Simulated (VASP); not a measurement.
Here is a VASP 6.6.1 calculation.

Contents of INCAR:

```
SYSTEM = InPt3
ALGO = Normal
EDIFF = 1E-8
ENCUT = 520
GGA = PS
ISIF = 2
ISMEAR = -1
LASPH = .TRUE.
LCHARG = .FALSE.
LEFG = .TRUE.
LREAL = .FALSE.
LWAVE = .FALSE.
NBANDS = 30
NELM = 100
PREC = Accurate
SIGMA = 0.05
```

KPOINTS

```
k-points
0
G
  10 10 10
  0 0 0
```

The input POSCAR:

```
InPt3
1.0
    3.9341015010      0.0000000000      0.0000000000
    0.0000000000      3.9341015010      0.0000000000
    0.0000000000      0.0000000000      3.9341015010
In Pt
1 3
Direct
    0.0000000000      0.0000000000      0.0000000000
    0.5000000000      0.5000000000      0.0000000000
    0.0000000000      0.5000000000      0.5000000000
    0.5000000000      0.0000000000      0.5000000000
```

Potentials or basis: VASP PAW PBE potentials, release 64 (In_d, Pt).

Launch:

```console
$ cat potpaw_PBE.64/In_d/POTCAR potpaw_PBE.64/Pt/POTCAR > POTCAR
$ mpirun -np 1 vasp_std > vasp.out
```

Q: Estimate the pressure.

A: 11.4 GPa.

Electric field gradients, principal values (V/Å²):
```csv
atom,least,middle,greatest (by size)
1 In,0.000,0.000,0.000
2 Pt,50.809,50.809,-101.619
3 Pt,50.809,50.809,-101.619
4 Pt,50.809,50.809,-101.619
```

Caveat: without QUAD_EFG the Cq values of the log hold for a quadrupole moment of 1 mb, not for the nuclei; the PAW data sets were made with another functional, which shifts forces and pressure a little.
